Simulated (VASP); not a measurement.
Wanted: the native input for a VASP 6.6.1 run.

```yaml
Task: single point
Functional: PBE
Potentials_or_basis: VASP PAW PBE potentials, release 64 (Te, Sn_d)
Cutoff: 520 eV
k_mesh: 4 × 4 × 4
Occupations: fermi-dirac, width 0.03 eV
Spin: no spin polarisation
Dipole_correction: no
Further_INCAR_settings: ALGO = Normal; EDIFF = 1e-06; NBANDS = 17
```

The structure of SnTe lies in POSCAR:

```
SnTe
1.0
    0.0000000000      3.1508500000      3.1508500000
    3.1508500000      0.0000000000      3.1508500000
    3.1508500000      3.1508500000      0.0000000000
Te Sn
1 1
Direct
    0.5000000000      0.5000000000      0.5000000000
    0.0000000000      0.0000000000      0.0000000000
```

The input as run:

INCAR

```
PREC = Accurate
ENCUT = 520
EDIFF = 1E-6
ISMEAR = -1
SIGMA = 0.03
LREAL = False
LASPH = True
NELM = 80
ALGO = Normal
ISIF = 2
LWAVE = False
LCHARG = False
GGA = PE
NBANDS = 17
```

KPOINTS

```
regular mesh
0
Gamma
  4 4 4
```

Potentials or basis: VASP PAW PBE potentials, release 64 (Te, Sn_d).

Run with:

```console
$ cat potpaw_PBE.64/Te/POTCAR potpaw_PBE.64/Sn_d/POTCAR > POTCAR
$ mpirun -np 1 vasp_std > vasp.out
```

It gave:

```json
{
  "Pressure": "1.7 GPa",
  "Band gap on the k mesh": "0.10 eV, direct"
}
```

Caveat: the k points lie up to 0.43 Å⁻¹ apart; spin-orbit coupling is left out, which moves the levels of the heavy elements.

Run time: 20 s on 1 thread of AMD EPYC 7R43 64-Core Processor (Zen 3), on a shared host, peak memory 0.16 GiB.
